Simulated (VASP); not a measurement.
Write the native input for VASP 6.6.1 that does the following.

```
Task                   : single point
Functional             : PBE
Potentials or basis    : VASP PAW PBE potentials, release 64 (Bi_d, Te)
Cutoff                 : 520 eV
k mesh                 : 9 × 9 × 1
Occupations            : gaussian, width 0.1 eV
Spin                   : no spin polarisation
Dipole correction      : yes
Further INCAR settings : ALGO = Normal; EDIFF = 1e-06; NBANDS = 36
```

The structure of Bi3Te2 lies in POSCAR:

```
Bi3Te2
1.0
    4.5978828776      0.0000000000      0.0000000000
   -2.2989414388      3.9818833757      0.0000000000
    0.0000000000      0.0000000000     22.5083112982
Bi Te
3 2
Direct
    0.6666666667      0.3333333333      0.3330850396
    0.3333333333      0.6666666667      0.4999998539
    0.0000000000      0.0000000000      0.6669148884
    0.0000000000      0.0000000000      0.4104723204
    0.6666666667      0.3333333333      0.5895278979
```

One way to write it, as run:

INCAR

```
ALGO = Normal ; DIPOL = 0.5 0.5 0.500
EDIFF = 1E-6 ; ENCUT = 520
GGA = PE ; IDIPOL = 3
ISIF = 2 ; ISMEAR = 0
LASPH = True ; LCHARG = True
LDIPOL = True ; LELF = True
LREAL = False ; LVACPOTAV = True
LVHAR = True ; LWAVE = False
NBANDS = 36 ; NELM = 80
PREC = Accurate ; SIGMA = 0.1
```

KPOINTS

```
k-points
0
Gamma
  9 9 1
```

Potentials or basis: VASP PAW PBE potentials, release 64 (Bi_d, Te).

Run with:

```sh
$ cat potpaw_PBE.64/Bi_d/POTCAR potpaw_PBE.64/Te/POTCAR > POTCAR
$ mpirun -np 1 vasp_std > vasp.out
```

Wall time 4.3 min on 1 thread of Intel(R) Xeon(R) Platinum 8375C CPU @ 2.90GHz (Ice Lake), on a shared host, peak memory 0.56 GiB.
